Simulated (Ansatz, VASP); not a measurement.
## Two plane-wave programs on CaS

```
CELL_PARAMETERS angstrom
0.00000 2.84300 2.84300
2.84300 0.00000 2.84300
2.84300 2.84300 0.00000
ATOMIC_POSITIONS crystal
Ca 0.00000 0.00000 0.00000
S 0.50000 0.50000 0.50000
```

Alike in both runs: task relaxation of cell and atoms; functional LDA; k mesh 12 × 12 × 12; occupations fermi-dirac, width 0.08 eV; no spin polarisation.

|  | VASP | Ansatz |
| --- | --- | --- |
| version | VASP 6.6.1 | Ansatz 0.2.0 |
| potentials or method | VASP PAW LDA potentials, release 64 (Ca_sv, S) | PAW with Ansatz's default frozen-core files, scalar-relativistic |
| plane-wave cutoff (eV) | 500 | 420 |
| valence electrons in the cell | 16 | 16 |

```tsv
	VASP	Ansatz	Ansatz less VASP
relaxed volume (Å³/atom)	21.61	21.54	-0.077
relaxed cell length with the largest relative difference (Å)	3.939	3.935	-0.0047
```

LDA's correlation is that of Perdew and Zunger in VASP and of Perdew and Wang (1992) in Ansatz.
